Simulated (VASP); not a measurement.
# NaCl (Fm-3m) in VASP: further runs

Runs on NaCl. Level: PBEsol. Tasks: relaxation of cell and atoms.

Program: VASP 6.6.1. These are calculated values, not measurements. Logs are shortened: lines on timing, memory, paths and dates and some standing lists are left out, and cuts for length are marked.

**1. The cell of the first run**

Symmetry: Fm-3m, No. 225, cubic system. Conventional cell: a = 5.602 Å, b = 5.602 Å, c = 5.602 Å, α = 90.00°, β = 90.00°, γ = 90.00°. Na (site symmetry m-3m) has 6 Cl at 2.80 Å within 3.7 Å. Cl (site symmetry m-3m) has 6 Na at 2.80 Å within 3.7 Å.

**2. Relaxation of cell and atoms, PBEsol, target pressure 1 GPa, at which the enthalpy is minimised**

Input file INCAR:

```
ALGO     = Normal         # electronic algorithm
EDIFF    = 1E-7           # SCF threshold, eV
EDIFFG   = -0.002         # ionic threshold
ENCUT    = 600            # plane-wave cutoff, eV
GGA      = PS             # functional
IBRION   = 2              # ionic algorithm
ISIF     = 3              # what is computed and relaxed
ISMEAR   = 0              # smearing method
LASPH    = T              # aspherical terms in the spheres
LCHARG   = F              # write CHGCAR
LREAL    = F              # projectors in reciprocal space
LWAVE    = F              # write WAVECAR
NELM     = 100            # most SCF steps
NSW      = 100            # ionic steps
PREC     = Accurate       # precision mode
PSTRESS  = 10.0         
SIGMA    = 0.01           # smearing width, eV
```

Input file KPOINTS:

```
k-points
0
Gamma
  8 8 8
```

Input file POSCAR:

```
NaCl
1.0
    0.0000000000      2.8009539472      2.8009539472
    2.8009539472      0.0000000000      2.8009539472
    2.8009539472      2.8009539472      0.0000000000
Na Cl
1 1
Direct
    0.0000000000      0.0000000000      0.0000000000
    0.5000000000      0.5000000000      0.5000000000
```

Potentials or basis: VASP PAW PBE potentials, release 64 (Na_pv, Cl).

The run is started by

```console
cat potpaw_PBE.64/Na_pv/POTCAR potpaw_PBE.64/Cl/POTCAR > POTCAR
mpirun -np 1 vasp_std > vasp.out
```

OUTCAR:

```text
EDIFF = 1E-7
   EDIFFG = -0.002
   ENCUT = 600
   GGA = PS
   IBRION = 2
   ISIF = 3
   ISMEAR = 0
   LASPH = T
   LREAL = F
   NELM = 100
   NSW = 100
   PREC = Accurate
   PSTRESS = 10.0

 ion  position               nearest neighbor table
   1  0.000  0.000  0.000-
   2  0.500  0.500  0.500-

  LATTYP: Found a face centered cubic cell.
 ALAT       =     5.6019078944

  Lattice vectors:

 A1 = (   0.0000000000,   2.8009539472,   2.8009539472)
 A2 = (   2.8009539472,   0.0000000000,   2.8009539472)
 A3 = (   2.8009539472,   2.8009539472,   0.0000000000)

Analysis of symmetry for initial positions (statically):
=====================================================================
 Subroutine PRICEL returns:
 Original cell was already a primitive cell.

 Routine SETGRP: Setting up the symmetry group for a
 face centered cubic supercell.

 Subroutine GETGRP returns: Found 48 space group operations
 (whereof 48 operations were pure point group operations)
 out of a pool of 48 trial point group operations.

The static configuration has the point symmetry O_h .

Analysis of symmetry for dynamics (positions and initial velocities):
=====================================================================
 Subroutine PRICEL returns:
 Original cell was already a primitive cell.

 Routine SETGRP: Setting up the symmetry group for a
 face centered cubic supercell.

 Subroutine GETGRP returns: Found 48 space group operations
 (whereof 48 operations were pure point group operations)
 out of a pool of 48 trial point group operations.

The dynamic configuration has the point symmetry O_h .

 Subroutine INISYM returns: Found 48 space group operations
 (whereof 48 operations are pure point group operations),
 and found     1 'primitive' translations

----------------------------------------------------------------------------------------

                                     Primitive cell

  volume of cell :      43.9489

  direct lattice vectors                    reciprocal lattice vectors
     0.000000000  2.800953947  2.800953947    -0.178510611  0.178510611  0.178510611
     2.800953947  0.000000000  2.800953947     0.178510611 -0.178510611  0.178510611
     2.800953947  2.800953947  0.000000000     0.178510611  0.178510611 -0.178510611

  length of vectors
     3.961147060  3.961147060  3.961147060     0.309189448  0.309189448  0.309189448

  position of ions in fractional coordinates (direct lattice)
     0.000000000  0.000000000  0.000000000
     0.500000000  0.500000000  0.500000000

  ion indices of the primitive-cell ions
   primitive index   ion index
                 1           1
                 2           2

----------------------------------------------------------------------------------------

 KPOINTS: k-points

Automatic generation of k-mesh.
 Grid dimensions read from file:
 generate k-points for:    8    8    8

 Generating k-lattice:

  Cartesian coordinates                     Fractional coordinates (reciprocal lattice)
    -0.022313826  0.022313826  0.022313826     0.125000000  0.000000000  0.000000000
     0.022313826 -0.022313826  0.022313826     0.000000000  0.125000000  0.000000000
     0.022313826  0.022313826 -0.022313826     0.000000000  0.000000000  0.125000000

  Length of vectors
     0.038648681  0.038648681  0.038648681

  Shift w.r.t. Gamma in fractional coordinates (k-lattice)
     0.000000000  0.000000000  0.000000000

 Subroutine IBZKPT returns following result:
 ===========================================

 Found     29 irreducible k-points:

 Following reciprocal coordinates:
            Coordinates               Weight
  0.000000  0.000000  0.000000      1.000000
  0.125000  0.000000  0.000000      8.000000
  0.250000  0.000000  0.000000      8.000000
  0.375000  0.000000  0.000000      8.000000
  0.500000  0.000000  0.000000      4.000000
  0.125000  0.125000  0.000000      6.000000
[... 16 lines left out ...]
  0.500000  0.250000  0.125000     48.000000
 -0.375000  0.250000  0.125000     24.000000
 [... further k-points ...]
   k-points           NKPTS =     29   k-points in BZ     NKDIM =     29   number of bands    NBANDS=     11
   number of dos      NEDOS =    301   number of ions     NIONS =      2
   total plane-waves  NPLWV =  32768
   dimension x,y,z NGX =    32 NGY =   32 NGZ =   32
   dimension x,y,z NGXF=    64 NGYF=   64 NGZF=   64
   ions per type =               1   1
   NGX,Y,Z   is equivalent  to a cutoff of  13.43, 13.43, 13.43 a.u.
   NGXF,Y,Z  is equivalent  to a cutoff of  26.86, 26.86, 26.86 a.u.
 SYSTEM =  unknown system
   PREC   = accura    normal or accurate (medium, high low for compatibility)
   ISTART =      0    job   : 0-new  1-cont  2-samecut
   ICHARG =      2    charge: 1-file 2-atom 10-const
   ISPIN  =      1    spin polarized calculation?
   LNONCOLLINEAR =      F non collinear calculations
   LSORBIT =      F    spin-orbit coupling
   LASPH  =      T    aspherical Exc in radial PAW
   ENCUT  =  600.0 eV  44.10 Ry    6.64 a.u.   7.91  7.91  7.91*2*pi/ulx,y,z
   NELM   =    100;   NELMIN=  2; NELMDL= -5     # of ELM steps
   EDIFF  = 0.1E-06   stopping-criterion for ELM
   LREAL  =      F    real-space projection
   EDIFFG = -.2E-02   stopping-criterion for IOM
   NSW    =    100    number of steps for IOM
   IBRION =      2    ionic relax: 0-MD 1-quasi-New 2-CG
   NFREE  =      1    steps in history (QN), initial steepest desc. (CG)
   ISIF   =      3    stress and relaxation
   ISYM   =      2    0-nonsym 1-usesym 2-fastsym
   POTIM  = 0.5000    time-step for ionic-motion
   TEBEG  =    0.0;   TEEND  =   0.0 temperature during run
   PSTRESS=   10.0 pullay stress
   NELECT =      14.0000    total number of electrons
   NUPDOWN=      -1.0000    fix difference up-down
   EMIN   =  10.00;   EMAX   =-10.00  energy-range for DOS
   EFERMI =   0.00;   METHOD = LEGACY
   ISMEAR =     0;   SIGMA  =   0.01  broadening in eV -4-tet -1-fermi 0-gaus
   EFERMI_NEDOS =   21; number of points for ismear=-14 and -15
   IALGO  =     38    algorithm
   IMIX   =      4    mixing-type and parameters
     AMIX     =   0.40;   BMIX     =  1.00
     AMIX_MAG =   1.60;   BMIX_MAG =  1.00
  volume/ion in A,a.u.               =      21.97       148.29
  Fermi-wavevector in a.u.,A,eV,Ry     =   1.118068  2.112842 17.008317  1.250076
  Thomas-Fermi vector in A             =   2.254696
   LORBIT       =      0    0 simple, 1 ext, 2 COOP (PROOUT), +10 PAW based schemes
   GGA     = PS    functional components
   LHFCALC =     F    Hartree Fock is set to
   AEXX    =    0.0000 exact exchange contribution
   IVDW    =     0    specifies the selected vdW correction
   LEPSILON=     F    determine dielectric tensor
   LRPA    =     F    only Hartree local field effects (RPA)
 conjugate gradient relaxation of ions
 non-spin polarized calculation
 Gauss-broadening in eV      SIGMA  =   0.01
  energy-cutoff  :      600.00
  volume of cell :       43.95
 maximum number of plane-waves:      1480
   NGX = 15   NGY = 15   NGZ = 15

--------------------------------------- Ionic step        1  -------------------------------------------

 number of electron      14.0000009 magnetization

 Free energy of the ion-electron system (eV)
  ---------------------------------------------------
  ext. energy  EPLUGINS =         0.00000000
  ---------------------------------------------------
  free energy    TOTEN  =        -6.99863426 eV

  energy without entropy =       -6.99863426  energy(sigma->0) =       -6.99863426

------------------------ aborting loop because EDIFF is reached ----------------------------------------

  FORCE on cell =-STRESS in cart. coord.  units (eV):
  Direction    XX          YY          ZZ          XY          YZ          ZX
  --------------------------------------------------------------------------------------
  -------------------------------------------------------------------------------------
  Total        0.0127434      0.0127434      0.0127434      0.0000000      0.0000000      0.0000000
  in kB        0.4645662      0.4645662      0.4645662      0.0000000      0.0000000      0.0000000
  external PRESSURE =      -9.5354338 kB  Pullay stress =      10.0000000 kB
[... 99 lines left out ...]
  enthalpy is  TOTEN    =        -6.7288043907 eV   P V=        0.2653466039

--------------------------------------- Ionic step        4  -------------------------------------------

 number of electron      14.0000004 magnetization

 Free energy of the ion-electron system (eV)
  ---------------------------------------------------
  ext. energy  EPLUGINS =         0.00000000
  ---------------------------------------------------
  free energy    TOTEN  =        -6.99397473 eV

  energy without entropy =       -6.99397473  energy(sigma->0) =       -6.99397473

 E-fermi :  -0.3119     XC(G=0):  -8.5746

 val. band max:       -0.4610932478   @ k =   0.0000   0.0000   0.0000
 cond. band min:       4.6767299335   @ k =   0.0000   0.0000   0.0000
 fundamental gap:      5.1378231813
 Fermi energy:        -0.3119115803

 k-point     1 :       0.0000    0.0000    0.0000
  band No.  band energies     occupation
      1     -21.0163      2.00000
      2     -21.0163      2.00000
      3     -21.0163      2.00000
      4     -13.2360      2.00000
      5      -0.4611      2.00000
      6      -0.4611      2.00000
      7      -0.4611      2.00000
      8       4.6767      0.00000
      9      10.5849      0.00000
     10      10.5849      0.00000
     11      10.5849      0.00000
[... 309 lines left out ...]
 k-point    24 :      -0.3750    0.2500    0.1250
  band No.  band energies     occupation
      1     -21.0480      2.00000
      2     -21.0270      2.00000
      3     -21.0220      2.00000
      4     -12.7927      2.00000
      5      -2.3050      2.00000
      6      -1.3227      2.00000
      7      -0.9267      2.00000
      8       7.8188      0.00000
      9       9.2066      0.00000
     10       9.8680      0.00000
     11      11.3582      0.00000

 [... further k-points ...]
[... 5 lines left out ...]
  --------------------------------------------------------------------------------------
  -------------------------------------------------------------------------------------
  Total        0.2675459      0.2675459      0.2675459      0.0000000     -0.0000000      0.0000000
  in kB       10.0896220     10.0896220     10.0896220      0.0000000     -0.0000000      0.0000000
  external PRESSURE =       0.0896220 kB  Pullay stress =      10.0000000 kB
[... 17 lines left out ...]
  FREE ENERGIE OF THE ION-ELECTRON SYSTEM (eV)
  ---------------------------------------------------
  free  energy   TOTEN  =        -6.9939747315 eV

  energy  without entropy=       -6.9939747315  energy(sigma->0) =       -6.99397473

  enthalpy is  TOTEN    =        -6.7288053212 eV   P V=        0.2651694103

 reached required accuracy - stopping structural energy minimisation
```

Run time: 30 s. Hardware: 1 thread of Intel Xeon Platinum 8488C (Sapphire Rapids), shared host; peak memory 0.18 GiB.

What came out:

```
Free energy                                            : -6.9940 eV
Relaxed volume                                         : 21.24 Å³/atom
Relaxed cell                                           : a = 3.917 Å, b = 3.917 Å, c = 3.917 Å, α = 60.00°, β = 60.00°, γ = 60.00°
Space group after relaxing (to 0.05 Å)                 : Fm-3m (No. 225)
Energy change on relaxing (the enthalpy is what falls) : +2.3 meV/atom
Ionic steps                                            : 4
Pressure after relaxing                                : 1.0 GPa
Band gap on the k mesh                                 : 5.14 eV, direct
```

Step by step:
| step | energy change (eV) | largest force (eV/Å) | pressure (GPa) | volume (Å³) |
| --- | --- | --- | --- | --- |
| 1 | 0.0000 | 0.0000 | 0.05 | 43.95 |
| 2 | 0.0015 | 0.0000 | 0.56 | 43.12 |
| 3 | 0.0045 | 0.0000 | 0.98 | 42.51 |
| 4 | 0.0047 | 0.0000 | 1.01 | 42.48 |

Final structure:
```
CELL_PARAMETERS angstrom
0.00000 2.76950 2.76950
2.76950 0.00000 2.76950
2.76950 2.76950 0.00000
ATOMIC_POSITIONS crystal
Na 0.00000 0.00000 0.00000
Cl 0.50000 0.50000 0.50000
```

Levels at points of the mesh, in eV from the valence-band top:
```tsv
k point	band 3	band 4	band 5	band 6	band 7	band 8	band 9	band 10	band 11
(0.00, 0.00, 0.00)	-20.56	-12.77	0.00	0.00	0.00	5.14	11.05	11.05	11.05
(0.50, 0.00, 0.00)	-20.56	-12.37	-2.14	-0.30	-0.30	7.17	10.94	10.99	10.99
(0.50, 0.50, 0.00)	-20.57	-12.32	-1.85	-0.66	-0.66	7.58	7.84	11.51	15.10
```

Caveat: the cell is relaxed towards a set pressure, so the enthalpy falls and the energy may rise; the PAW data sets were made with another functional, which shifts forces and pressure a little.

**3. Relaxation of cell and atoms, PBEsol, target pressure 2 GPa, at which the enthalpy is minimised**

Input file INCAR:

```
PREC = Accurate ; ENCUT = 600
EDIFF = 1E-7 ; ISMEAR = 0
SIGMA = 0.01 ; LREAL = F
LASPH = T ; NELM = 100
ALGO = Normal ; ISIF = 3
LWAVE = F ; LCHARG = F
GGA = PS ; IBRION = 2
NSW = 100 ; EDIFFG = -0.002
PSTRESS = 20.0
```

Input file KPOINTS:

```
Automatic mesh
0
Gamma
  8 8 8
```

POSCAR is that of step 2.

Potentials or basis: VASP PAW PBE potentials, release 64 (Na_pv, Cl).

The run is started by

```console
cat potpaw_PBE.64/Na_pv/POTCAR potpaw_PBE.64/Cl/POTCAR > POTCAR
mpirun -np 1 vasp_std > vasp.out
```

Wall time 28 s (1 thread of Intel Xeon Platinum 8488C (Sapphire Rapids), shared host); peak memory 0.18 GiB.

The run converged. Its results:

| Property | Result |
| --- | --- |
| Free energy | -6.9821 eV |
| Relaxed volume | 20.60 Å³/atom |
| Relaxed cell | a = 3.877 Å, b = 3.877 Å, c = 3.877 Å, α = 60.00°, β = 60.00°, γ = 60.00° |
| Space group after relaxing (to 0.05 Å) | Fm-3m (No. 225) |
| Energy change on relaxing (the enthalpy is what falls) | +8.3 meV/atom |
| Ionic steps | 4 |
| Pressure after relaxing | 2.0 GPa |
| Band gap on the k mesh | 5.26 eV, direct |

The path:
```tsv
step	energy change (eV)	largest force (eV/Å)	pressure (GPa)	volume (Å³)
1	0.0000	0.0000	0.05	43.95
2	0.0061	0.0000	1.17	42.27
3	0.0157	0.0000	1.94	41.28
4	0.0166	0.0000	2.01	41.21
```

Final structure:
```
CELL_PARAMETERS angstrom
0.00000 2.74143 2.74143
2.74143 0.00000 2.74143
2.74143 2.74143 0.00000
ATOMIC_POSITIONS crystal
Na 0.00000 0.00000 0.00000
Cl 0.50000 0.50000 0.50000
```

Levels at points of the mesh, in eV from the valence-band top:
```csv
k point,band 4,band 5,band 6,band 7,band 8,band 9,band 10,band 11
"(0.00, 0.00, 0.00)",-12.86,0.00,0.00,0.00,5.26,11.07,11.07,11.07
"(0.50, 0.00, 0.00)",-12.41,-2.25,-0.32,-0.32,7.21,11.06,11.06,11.19
"(0.50, 0.50, 0.00)",-12.36,-1.94,-0.70,-0.70,7.67,7.80,11.74,15.38
```

Caveat: the cell is relaxed towards a set pressure, so the enthalpy falls and the energy may rise; the PAW data sets were made with another functional, which shifts forces and pressure a little.

**4. Relaxation of cell and atoms, PBEsol, target pressure 4 GPa, at which the enthalpy is minimised**

Input file INCAR:

```
  PREC = Accurate
  ENCUT = 600
  EDIFF = 1E-6
  ISMEAR = 0
  SIGMA = 0.01
  LREAL = F
  LASPH = T
  NELM = 60
  ALGO = Normal
  ISIF = 3
  LWAVE = F
  LCHARG = F
  GGA = PS
  IBRION = 2
  NSW = 100
  EDIFFG = -0.002
  PSTRESS = 40.0
```

Input file KPOINTS:

```
regular mesh
0
Gamma
  8 8 8
```

POSCAR is that of step 3.

The run is started by

```console
cat potpaw_PBE.64/Na_pv/POTCAR potpaw_PBE.64/Cl/POTCAR > POTCAR
mpirun -np 1 vasp_std > vasp.out
```

It took 25 s on 1 thread of Intel Xeon Platinum 8488C (Sapphire Rapids), shared host; peak memory 0.18 GiB.

The run converged. Its results:

| Item | Value |
| --- | --- |
| Free energy | -6.9432 eV |
| Relaxed volume | 19.56 Å³/atom |
| Relaxed cell | a = 3.810 Å, b = 3.810 Å, c = 3.810 Å, α = 60.00°, β = 60.00°, γ = 60.00° |
| Space group after relaxing (to 0.05 Å) | Fm-3m (No. 225) |
| Energy change on relaxing (the enthalpy is what falls) | +27.7 meV/atom |
| Ionic steps | 4 |
| Pressure after relaxing | 4.0 GPa |
| Band gap on the k mesh | 5.49 eV, direct |

Step by step:
```csv
step,energy change (eV),largest force (eV/Å),pressure (GPa),volume (Å³)
1,0.0000,0.0000,0.05,43.95
2,0.0252,0.0000,2.43,40.59
3,0.0617,0.0000,4.27,38.87
4,0.0555,0.0000,3.98,39.11
```

Final structure:
```
CELL_PARAMETERS angstrom
0.00000 2.69421 2.69421
2.69421 0.00000 2.69421
2.69421 2.69421 0.00000
ATOMIC_POSITIONS crystal
Na 0.00000 0.00000 0.00000
Cl 0.50000 0.50000 0.50000
```

Levels at points of the mesh, in eV from the valence-band top:
```
           k point  band 3  band 4  band 5  band 6  band 7  band 8  band 9  band 10  band 11
(0.00, 0.00, 0.00)  -20.44  -13.00    0.00    0.00    0.00    5.49   11.10    11.10    11.10
(0.50, 0.00, 0.00)  -20.44  -12.48   -2.43   -0.36   -0.36    7.29   11.17    11.17    11.64
(0.50, 0.50, 0.00)  -20.45  -12.43   -2.11   -0.76   -0.76    7.72    7.81    12.13    15.87
```

Caveat: the cell is relaxed towards a set pressure, so the enthalpy falls and the energy may rise; the PAW data sets were made with another functional, which shifts forces and pressure a little.

**5. Summary**

```csv
cell,gap on the mesh (eV),pressure (GPa)
relaxed to 1 GPa,5.14,1.0
relaxed to 2 GPa,5.26,2.0
relaxed to 4 GPa,5.49,4.0
```

Alike in all rows: task relaxation of cell and atoms; level PBEsol; potentials or basis VASP PAW PBE potentials, release 64 (Na_pv, Cl); no spin polarisation; k mesh 8 × 8 × 8; cutoff (eV) 600; smearing gaussian 0.01 eV.

Caveats: the cell is relaxed towards a set pressure, so the enthalpy falls and the energy may rise; the PAW data sets were made with another functional, which shifts forces and pressure a little.

Absolute energies hang on the potentials; compare differences alone.
